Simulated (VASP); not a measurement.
**Ta: single point with BLYP**

The system is Ta.

```xyz
2
Lattice="2.7959 0.0000 0.0000 -1.3979 2.4213 0.0000 0.0000 0.0000 5.0333" Properties=species:S:1:pos:R:3 pbc="T T T"
Ta    0.0000    1.6142    1.2583
Ta    1.3979    0.8071    3.7750
```

This cell differs from its parent crystal: volume scaled by 0.88.

```json
{
  "Program": "VASP 6.6.1",
  "Task": "single point",
  "Functional": "BLYP",
  "Potentials or basis": "VASP PAW PBE potentials, release 64 (Ta_pv)",
  "Cutoff": "520 eV",
  "k mesh": "14 × 14 × 7",
  "Occupations": "fermi-dirac, width 0.1 eV",
  "Spin": "no spin polarisation",
  "Dipole correction": "no",
  "Further INCAR settings": "ALGO = Normal; EDIFF = 1e-06; NBANDS = 18"
}
```

- Pressure: 30.1 GPa
- Band gap on the k mesh: zero (band 11 reaches 8.54 eV, above the bottom of band 12 at 6.32 eV)

Stress tensor (GPa, compression positive):
```
31.45  0.00  0.00
 0.00 31.45  0.00
 0.00  0.00 27.31
```

Levels at points of the mesh, in eV from the Fermi level:
| k point | band 9 | band 10 | band 11 | band 12 | band 13 | band 14 |
| --- | --- | --- | --- | --- | --- | --- |
| (0.00, 0.00, 0.00) | -0.91 | 0.39 | 0.54 | 0.54 | 1.15 | 1.15 |
| (0.50, 0.00, 0.00) | -3.77 | -0.49 | -0.03 | 0.51 | 0.89 | 6.04 |

Wall time 31 s on 1 thread of Intel(R) Xeon(R) Platinum 8559C (Emerald Rapids), with other jobs on the host, peak memory 0.19 GiB.

Caveat: the PAW data sets were made with another functional, which shifts forces and pressure a little; spin-orbit coupling is left out, which moves the levels of the heavy elements.
